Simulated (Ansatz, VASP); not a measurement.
Two plane-wave programs on Co

```
Co
1.0
     0.00000    1.65790    1.65790
     1.65790    0.00000    1.65790
     1.65790    1.65790    0.00000
Co
1
Direct
  0.00000 0.00000 0.00000
```

Alike in both runs: task single point; functional PBEsol; k mesh 18 × 18 × 18; occupations fermi-dirac, width 0.1 eV; no spin polarisation.

|  | VASP | Ansatz |
| --- | --- | --- |
| version | VASP 6.6.1 | Ansatz 0.2.0 |
| potentials or method | VASP PAW PBE potentials, release 64 (Co), cutoff 520 eV | plane waves (420 eV) with PAW, scalar-relativistic |
| valence electrons in the cell | 9 | 17 |

Ansatz gave:

```
pressure (GPa) : 29.1
```

Question: Which values does VASP return?

Answer: Pressure (GPa): 27.4.

VASP's potentials were made for PBE, not for PBEsol, and Ansatz warns of the same on its side. VASP's potentials hold 9 valence electrons a cell and Ansatz's 17, so a difference there can come from the potentials and not from the codes.
